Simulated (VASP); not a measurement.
Write the native input for VASP 6.6.1 that does the following.

* Task: single point
* Functional: PBE
* Potentials or basis: VASP PAW PBE potentials, release 64 (Si, W_sv)
* Cutoff: 520 eV
* k mesh: 4 × 4 × 6
* Occupations: gaussian, width 0.1 eV
* Spin: no spin polarisation
* Dipole correction: no
* Further INCAR settings: ALGO = Normal; EDIFF = 1e-07; NBANDS = 31

The structure of Si2W lies in POSCAR:

```
Si2W
1.0
    4.9497363965      0.0000000000      0.0000000000
    0.0000000000      5.1004495240      0.0000000000
    0.0000000000      0.0000000000      3.3315533438
Si W
4 2
Direct
    0.2250000000      0.8250000000      0.5000000000
    0.7250000000      0.6750000000      0.0000000000
    0.7750000000      0.1750000000      0.5000000000
    0.2750000000      0.3250000000      0.0000000000
    0.5000000000      0.5000000000      0.5000000000
    0.0000000000      0.0000000000      0.0000000000
```

One way to write it, as run:

INCAR

```
PREC     = Accurate       # precision mode
ENCUT    = 520            # plane-wave cutoff, eV
EDIFF    = 1E-7           # SCF threshold, eV
ISMEAR   = 0              # smearing method
SIGMA    = 0.1            # smearing width, eV
LREAL    = F              # projectors in reciprocal space
LASPH    = T              # aspherical terms in the spheres
NELM     = 80             # most SCF steps
ALGO     = Normal         # electronic algorithm
ISIF     = 2              # what is computed and relaxed
LWAVE    = F              # write WAVECAR
LCHARG   = T              # write CHGCAR
GGA      = PE             # functional
LELF     = T              # ELF
LVHAR    = T            
NBANDS   = 31             # bands
```

KPOINTS

```
regular mesh
0
Gamma
  4 4 6
```

Potentials or basis: VASP PAW PBE potentials, release 64 (Si, W_sv).

Launch:

```bash
$ cat potpaw_PBE.64/Si/POTCAR potpaw_PBE.64/W_sv/POTCAR > POTCAR
$ mpirun -np 1 vasp_std > vasp.out
```

Results of the run:

- Pressure: 81.6 GPa
- Largest force: 1.580 eV/Å
- Band gap on the k mesh: zero (bands 22 and 23 overlap by 1.27 eV)

Caveat: the cell stands under pressure; spin-orbit coupling is left out, which moves the levels of the heavy elements; forces of over 1 eV/Å act on the atoms, so gaps and moduli don't describe the material at rest.

Wall time 40 s on 1 thread of Intel(R) Xeon(R) 6975P-C (Granite Rapids), on a shared host, peak memory 0.24 GiB.
